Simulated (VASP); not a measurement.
# As (Cmce) in VASP: further runs, part 2 of 2

VASP 6.6.1. Earlier steps stand in the parts before.

### Step 3. Single point, LDA

This run uses another cell than the first one, of 22.43 Å³/atom.

The input, INCAR:

```
SYSTEM = As
ALGO = Normal
EDIFF = 1E-6
ENCUT = 520
ISIF = 2
ISMEAR = -1
LASPH = .TRUE.
LCHARG = .FALSE.
LREAL = .FALSE.
LWAVE = .FALSE.
NBANDS = 18
NELM = 80
PREC = Accurate
SIGMA = 0.05
```

The input, KPOINTS:

```
k-points
0
G
  8 8 6
  0 0 0
```

The input, POSCAR:

```
As
1.0
    1.8250000000     -5.5000000000      0.0000000000
    1.8250000000      5.5000000000      0.0000000000
    0.0000000000      0.0000000000      4.4700000000
As
4
Direct
    0.3900000000      0.6100000000      0.5600000000
    0.8900000000      0.1100000000      0.9400000000
    0.6100000000      0.3900000000      0.4400000000
    0.1100000000      0.8900000000      0.0600000000
```

Potentials or basis: VASP PAW LDA potentials, release 64 (As).

Launch:

```bash
cat potpaw_LDA.64/As/POTCAR > POTCAR
mpirun -np 1 vasp_std > vasp.out
```

OUTCAR:

```text
SYSTEM = As
   EDIFF = 1E-6
   ENCUT = 520
   ISIF = 2
   ISMEAR = -1
   LASPH = .TRUE.
   LREAL = .FALSE.
   NELM = 80
   PREC = Accurate

 ion  position               nearest neighbor table
   1  0.390  0.610  0.560-   3 2.48   2 2.49   2 2.49
   2  0.890  0.110  0.940-   4 2.48   1 2.49   1 2.49
   3  0.610  0.390  0.440-   1 2.48   4 2.49   4 2.49
   4  0.110  0.890  0.060-   2 2.48   3 2.49   3 2.49

  LATTYP: Found a base centered orthorhombic cell.
 ALAT       =     3.6500000000
 B/A-ratio  =     3.0136986301
 C/A-ratio  =     1.2246575342

  Lattice vectors:

 A1 = (   1.8250000000,  -5.5000000000,   0.0000000000)
 A2 = (   1.8250000000,   5.5000000000,   0.0000000000)
 A3 = (   0.0000000000,   0.0000000000,   4.4700000000)

Analysis of symmetry for initial positions (statically):
=====================================================================
 Subroutine PRICEL returns:
 Original cell was already a primitive cell.

 Routine SETGRP: Setting up the symmetry group for a
 base centered orthorhombic supercell.

 Subroutine GETGRP returns: Found  8 space group operations
 (whereof  4 operations were pure point group operations)
 out of a pool of  8 trial point group operations.

The static configuration has the point symmetry C_2h.
 The point group associated with its full space group is D_2h.

Analysis of symmetry for dynamics (positions and initial velocities):
=====================================================================
 Subroutine PRICEL returns:
 Original cell was already a primitive cell.

 Routine SETGRP: Setting up the symmetry group for a
 base centered orthorhombic supercell.

 Subroutine GETGRP returns: Found  8 space group operations
 (whereof  4 operations were pure point group operations)
 out of a pool of  8 trial point group operations.

The dynamic configuration has the point symmetry C_2h.
 The point group associated with its full space group is D_2h.

 Subroutine INISYM returns: Found  8 space group operations
 (whereof  4 operations are pure point group operations),
 and found     1 'primitive' translations

----------------------------------------------------------------------------------------

                                     Primitive cell

  volume of cell :      89.7353

  direct lattice vectors                    reciprocal lattice vectors
     1.825000000 -5.500000000  0.000000000     0.273972603 -0.090909091  0.000000000
     1.825000000  5.500000000  0.000000000     0.273972603  0.090909091  0.000000000
     0.000000000  0.000000000  4.470000000     0.000000000  0.000000000  0.223713647

  length of vectors
     5.794879205  5.794879205  4.470000000     0.288661480  0.288661480  0.223713647

  position of ions in fractional coordinates (direct lattice)
     0.390000000  0.610000000  0.560000000
     0.890000000  0.110000000  0.940000000
     0.610000000  0.390000000  0.440000000
     0.110000000  0.890000000  0.060000000

  ion indices of the primitive-cell ions
   primitive index   ion index
                 1           1
                 2           2
                 3           3
                 4           4

----------------------------------------------------------------------------------------

 KPOINTS: k-points

Automatic generation of k-mesh.
 Grid dimensions read from file:
 generate k-points for:    8    8    6

 Generating k-lattice:

  Cartesian coordinates                     Fractional coordinates (reciprocal lattice)
     0.034246575 -0.011363636  0.000000000     0.125000000 -0.000000000  0.000000000
     0.034246575  0.011363636  0.000000000    -0.000000000  0.125000000  0.000000000
     0.000000000  0.000000000  0.037285608     0.000000000  0.000000000  0.166666667

  Length of vectors
     0.036082685  0.036082685  0.037285608

  Shift w.r.t. Gamma in fractional coordinates (k-lattice)
     0.000000000  0.000000000  0.000000000

 Subroutine IBZKPT returns following result:
 ===========================================

 Found     84 irreducible k-points:

 Following reciprocal coordinates:
            Coordinates               Weight
  0.000000  0.000000  0.000000      1.000000
  0.125000 -0.000000  0.000000      4.000000
  0.250000 -0.000000  0.000000      4.000000
  0.375000 -0.000000  0.000000      4.000000
  0.500000 -0.000000  0.000000      2.000000
  0.125000  0.125000  0.000000      2.000000
[... 16 lines left out ...]
  0.125000 -0.000000  0.166667      8.000000
  0.250000 -0.000000  0.166667      8.000000
 [... further k-points ...]
   k-points           NKPTS =     84   k-points in BZ     NKDIM =     84   number of bands    NBANDS=     18
   number of dos      NEDOS =    301   number of ions     NIONS =      4
   total plane-waves  NPLWV =  82944
   dimension x,y,z NGX =    48 NGY =   48 NGZ =   36
   dimension x,y,z NGXF=    96 NGYF=   96 NGZF=   72
   ions per type =               4
   NGX,Y,Z   is equivalent  to a cutoff of  13.77, 13.77, 13.39 a.u.
   NGXF,Y,Z  is equivalent  to a cutoff of  27.54, 27.54, 26.78 a.u.
 SYSTEM =  As
   PREC   = accura    normal or accurate (medium, high low for compatibility)
   ISTART =      0    job   : 0-new  1-cont  2-samecut
   ICHARG =      2    charge: 1-file 2-atom 10-const
   ISPIN  =      1    spin polarized calculation?
   LNONCOLLINEAR =      F non collinear calculations
   LSORBIT =      F    spin-orbit coupling
   LASPH  =      T    aspherical Exc in radial PAW
   ENCUT  =  520.0 eV  38.22 Ry    6.18 a.u.  10.77 10.77  8.31*2*pi/ulx,y,z
   NELM   =     80;   NELMIN=  2; NELMDL= -5     # of ELM steps
   EDIFF  = 0.1E-05   stopping-criterion for ELM
   LREAL  =      F    real-space projection
   EDIFFG = 0.1E-04   stopping-criterion for IOM
   NSW    =      0    number of steps for IOM
   IBRION =     -1    ionic relax: 0-MD 1-quasi-New 2-CG
   NFREE  =      0    steps in history (QN), initial steepest desc. (CG)
   ISIF   =      2    stress and relaxation
   ISYM   =      2    0-nonsym 1-usesym 2-fastsym
   POTIM  = 0.5000    time-step for ionic-motion
   TEBEG  =    0.0;   TEEND  =   0.0 temperature during run
   PSTRESS=    0.0 pullay stress
   NELECT =      20.0000    total number of electrons
   NUPDOWN=      -1.0000    fix difference up-down
   EMIN   =  10.00;   EMAX   =-10.00  energy-range for DOS
   EFERMI =   0.00;   METHOD = LEGACY
   ISMEAR =    -1;   SIGMA  =   0.05  broadening in eV -4-tet -1-fermi 0-gaus
   EFERMI_NEDOS =   21; number of points for ismear=-14 and -15
   IALGO  =     38    algorithm
   IMIX   =      4    mixing-type and parameters
     AMIX     =   0.40;   BMIX     =  1.00
     AMIX_MAG =   1.60;   BMIX_MAG =  1.00
  volume/ion in A,a.u.               =      22.43       151.39
  Fermi-wavevector in a.u.,A,eV,Ry     =   0.992576  1.875697 13.404559  0.985207
  Thomas-Fermi vector in A             =   2.124398
   LORBIT       =      0    0 simple, 1 ext, 2 COOP (PROOUT), +10 PAW based schemes
   GGA     = CA    functional components
   LHFCALC =     F    Hartree Fock is set to
   AEXX    =    0.0000 exact exchange contribution
   IVDW    =     0    specifies the selected vdW correction
   LEPSILON=     F    determine dielectric tensor
   LRPA    =     F    only Hartree local field effects (RPA)
 non-spin polarized calculation
  energy-cutoff  :      520.00
  volume of cell :       89.74
 maximum number of plane-waves:      2436
 NGX is ok and might be reduce to    48
   NGX = 21   NGY = 21   NGZ = 17

 number of electron      20.0000001 magnetization

 Free energy of the ion-electron system (eV)
  ---------------------------------------------------
  ext. energy  EPLUGINS =         0.00000000
  ---------------------------------------------------
  free energy    TOTEN  =       -21.32456024 eV

  energy without entropy =      -21.32122771  energy(sigma->0) =      -21.32289398

 E-fermi :   4.7569     XC(G=0):  -9.9618

 val. band max:        4.7287620081   @ k =  -0.3750   0.3750   0.0000
 cond. band min:       4.7665326780   @ k =   0.5000   0.5000   0.3333
 fundamental gap:      0.0377706699
 Fermi energy:         4.7569180274

 k-point     1 :       0.0000    0.0000    0.0000
  band No.  band energies     occupation
      1     -10.0144      2.00000
      2      -7.2494      2.00000
      3      -4.6435      2.00000
      4      -1.2894      2.00000
      5      -1.2757      2.00000
      6       0.4705      2.00000
[... 10 lines left out ...]
     17      11.8300      0.00000
     18      11.9301      0.00000
[... 466 lines left out ...]
      2      -6.8833      2.00000
      3      -5.3474      2.00000
      4      -3.0121      2.00000
      5      -0.4553      2.00000
      6       0.0315      2.00000
[... 10 lines left out ...]
     17      10.9820      0.00000
     18      12.1986      0.00000

 [... further k-points ...]
[... 5 lines left out ...]
  --------------------------------------------------------------------------------------
  -------------------------------------------------------------------------------------
  Total       -0.3877081     -0.7273639     -1.3566504      0.0000000      0.0000000      0.0000000
  in kB       -6.9223318    -12.9867138    -24.2223036      0.0000000      0.0000000      0.0000000
  external PRESSURE =     -14.7104497 kB  Pullay stress =       0.0000000 kB

 VOLUME and BASIS-vectors are now :
 -----------------------------------------------------------------------------
  energy-cutoff  :      520.00
  volume of cell :       89.74
      direct lattice vectors                 reciprocal lattice vectors
     1.825000000 -5.500000000  0.000000000     0.273972603 -0.090909091  0.000000000
     1.825000000  5.500000000  0.000000000     0.273972603  0.090909091  0.000000000
     0.000000000  0.000000000  4.470000000     0.000000000  0.000000000  0.223713647

 POSITION                                       TOTAL-FORCE (eV/Angst)
 -----------------------------------------------------------------------------------
      1.82500      1.21000      2.50320         0.000000      0.030589      0.137397
      1.82500     -4.29000      4.20180         0.000000      0.030589     -0.137397
      1.82500     -1.21000      1.96680         0.000000     -0.030589     -0.137397
      1.82500      4.29000      0.26820         0.000000     -0.030589      0.137397
 -----------------------------------------------------------------------------------
    total drift:                               -0.000000      0.000000     -0.000000

  FREE ENERGIE OF THE ION-ELECTRON SYSTEM (eV)
  ---------------------------------------------------
  free  energy   TOTEN  =       -21.3245602391 eV

  energy  without entropy=      -21.3212277127  energy(sigma->0) =      -21.32289398
```

OSZICAR:

```text
N       E                     dE             d eps       ncg     rms          rms(c)
DAV:   1     0.625107399548E+02    0.62511E+02   -0.78153E+03  3024   0.922E+02
DAV:   2    -0.169044350110E+02   -0.79415E+02   -0.76455E+02  4196   0.141E+02
DAV:   3    -0.214160255381E+02   -0.45116E+01   -0.44762E+01  3654   0.349E+01
DAV:   4    -0.214518862457E+02   -0.35861E-01   -0.35839E-01  3676   0.349E+00
DAV:   5    -0.214520574890E+02   -0.17124E-03   -0.17123E-03  3508   0.255E-01    0.503E+00
DAV:   6    -0.213668466417E+02    0.85211E-01   -0.26788E-02  3394   0.789E-01    0.296E+00
DAV:   7    -0.213247105994E+02    0.42136E-01   -0.50368E-02  3280   0.110E+00    0.111E-01
DAV:   8    -0.213245585717E+02    0.15203E-03   -0.13390E-03  3314   0.201E-01    0.432E-02
DAV:   9    -0.213245606652E+02   -0.20935E-05   -0.12524E-04  3722   0.529E-02    0.164E-02
DAV:  10    -0.213245602391E+02    0.42611E-06   -0.32870E-06  3378   0.106E-02
   1 F= -.21324560E+02 E0= -.21322894E+02  d E =-.333253E-02
```

It took 4.3 min on 1 thread of AMD EPYC 7R43 (Zen 3), shared host; peak memory 0.23 GiB.

Results:

* Free energy: -21.3246 eV
* Pressure: -1.5 GPa
* Largest force: 0.141 eV/Å
* Band gap on the k mesh: zero (filled and empty bands touch)

Forces on the atoms (eV/Å):
```
As   0.000  0.031  0.137
As   0.000  0.031 -0.137
As   0.000 -0.031 -0.137
As   0.000 -0.031  0.137
```

Stress tensor (GPa, compression positive):
```
-0.69  0.00  0.00
 0.00 -1.30  0.00
 0.00  0.00 -2.42
```

### Step 4. Single point, LDA

This run uses another cell than the first one, of 22.88 Å³/atom.

The input, INCAR:

```
  PREC = Accurate
  ENCUT = 520
  EDIFF = 1E-6
  ISMEAR = -1
  SIGMA = 0.05
  LREAL = F
  LASPH = T
  NELM = 60
  ALGO = Normal
  ISIF = 2
  LWAVE = F
  LCHARG = F
  NBANDS = 18
```

The input, KPOINTS:

```
regular mesh
0
Gamma
  8 8 6
```

The input, POSCAR:

```
As
1.0
    1.8370864449     -5.5364249026      0.0000000000
    1.8370864449      5.5364249026      0.0000000000
    0.0000000000      0.0000000000      4.4996035117
As
4
Direct
    0.3900000000      0.6100000000      0.5600000000
    0.8900000000      0.1100000000      0.9400000000
    0.6100000000      0.3900000000      0.4400000000
    0.1100000000      0.8900000000      0.0600000000
```

Potentials or basis: VASP PAW LDA potentials, release 64 (As).

Launch:

```bash
cat potpaw_LDA.64/As/POTCAR > POTCAR
mpirun -np 1 vasp_std > vasp.out
```

OUTCAR:

```text
PREC = Accurate
   ENCUT = 520
   EDIFF = 1E-6
   ISMEAR = -1
   LREAL = F
   LASPH = T
   NELM = 60
   ISIF = 2

 ion  position               nearest neighbor table
   1  0.390  0.610  0.560-   3 2.50   2 2.51   2 2.51
   2  0.890  0.110  0.940-   4 2.50   1 2.51   1 2.51
   3  0.610  0.390  0.440-   1 2.50   4 2.51   4 2.51
   4  0.110  0.890  0.060-   2 2.50   3 2.51   3 2.51

  LATTYP: Found a base centered orthorhombic cell.
 ALAT       =     3.6741728898
 B/A-ratio  =     3.0136986302
 C/A-ratio  =     1.2246575343

  Lattice vectors:

 A1 = (   1.8370864449,  -5.5364249026,   0.0000000000)
 A2 = (   1.8370864449,   5.5364249026,   0.0000000000)
 A3 = (   0.0000000000,   0.0000000000,   4.4996035117)

Analysis of symmetry for initial positions (statically):
=====================================================================
 Subroutine PRICEL returns:
 Original cell was already a primitive cell.

 Routine SETGRP: Setting up the symmetry group for a
 base centered orthorhombic supercell.

[... 166 lines left out ...]
  ext. energy  EPLUGINS =         0.00000000
  ---------------------------------------------------
  free energy    TOTEN  =       -21.30060595 eV

  energy without entropy =      -21.29764594  energy(sigma->0) =      -21.29912595

 E-fermi :   4.5487     XC(G=0):  -9.8795

 val. band max:        4.5413610520   @ k =   0.5000   0.5000   0.3333
 cond. band min:       4.5769006858   @ k =   0.5000   0.3750   0.0000
 fundamental gap:      0.0355396339
 Fermi energy:         4.5486564988

 k-point     1 :       0.0000    0.0000    0.0000
  band No.  band energies     occupation
      1     -10.0505      2.00000
      2      -7.3603      2.00000
      3      -4.8230      2.00000
      4      -1.5819      2.00000
      5      -1.3458      2.00000
      6       0.3667      2.00000
[... 481 lines left out ...]
      5      -0.5429      2.00000
      6      -0.0667      2.00000
[... 10 lines left out ...]
     17      10.7718      0.00000
     18      11.9598      0.00000

 [... further k-points ...]
[... 5 lines left out ...]
  --------------------------------------------------------------------------------------
  -------------------------------------------------------------------------------------
  Total       -1.2040418     -1.4820149     -2.0695023      0.0000000     -0.0000000      0.0000000
  in kB      -21.0760348    -25.9417878    -36.2254045      0.0000000     -0.0000000      0.0000000
  external PRESSURE =     -27.7477423 kB  Pullay stress =       0.0000000 kB

 VOLUME and BASIS-vectors are now :
 -----------------------------------------------------------------------------
  energy-cutoff  :      520.00
  volume of cell :       91.53
      direct lattice vectors                 reciprocal lattice vectors
     1.837086445 -5.536424903  0.000000000     0.272170099 -0.090310987  0.000000000
     1.837086445  5.536424903  0.000000000     0.272170099  0.090310987  0.000000000
     0.000000000  0.000000000  4.499603512     0.000000000  0.000000000  0.222241804

 POSITION                                       TOTAL-FORCE (eV/Angst)
 -----------------------------------------------------------------------------------
      1.83709      1.21801      2.51978         0.000000     -0.088660      0.236508
      1.83709     -4.31841      4.22963         0.000000     -0.088660     -0.236508
      1.83709     -1.21801      1.97983         0.000000      0.088660     -0.236508
      1.83709      4.31841      0.26998         0.000000      0.088660      0.236508
 -----------------------------------------------------------------------------------
    total drift:                               -0.000000      0.000000     -0.000000

  FREE ENERGIE OF THE ION-ELECTRON SYSTEM (eV)
  ---------------------------------------------------
  free  energy   TOTEN  =       -21.3006059548 eV

  energy  without entropy=      -21.2976459437  energy(sigma->0) =      -21.29912595
```

Run time: 3.2 min. Hardware: 1 thread of Intel Xeon 8259CL, shared host; peak memory 0.28 GiB.

Results:

| Quantity | Value |
| --- | --- |
| Free energy | -21.3006 eV |
| Pressure | -2.8 GPa |
| Largest force | 0.253 eV/Å |

Forces in eV/Å, atoms in the order of the input:
```
As   0.000 -0.089  0.237
As   0.000 -0.089 -0.237
As   0.000  0.089 -0.237
As   0.000  0.089  0.237
```

Stress tensor (GPa, compression positive):
```
-2.11  0.00  0.00
 0.00 -2.59  0.00
 0.00  0.00 -3.62
```

### Step 5. The runs side by side

| cell | pressure (GPa) | largest force (eV/Å) |
| --- | --- | --- |
| a = 5.909, b = 5.909, c = 4.558 Å, angles 90.0, 90.0, 143.3°, 4 atoms | -5.0 | 0.51 |
| a = 5.795, b = 5.795, c = 4.470 Å, angles 90.0, 90.0, 143.3°, 4 atoms | -1.5 | 0.14 |
| a = 5.833, b = 5.833, c = 4.500 Å, angles 90.0, 90.0, 143.3°, 4 atoms | -2.8 | 0.25 |

Alike in all rows: task single point; level LDA; potentials or basis VASP PAW LDA potentials, release 64 (As); no spin polarisation; k mesh 8 × 8 × 6; cutoff (eV) 520; smearing fermi-dirac 0.05 eV.

Caveats: the cell stands under tension (at least some runs).

Total energies depend on the potentials used, so only differences within one code and one set of settings carry meaning.

The gap in the log of VASP goes by the Fermi energy; the results here count the filled bands.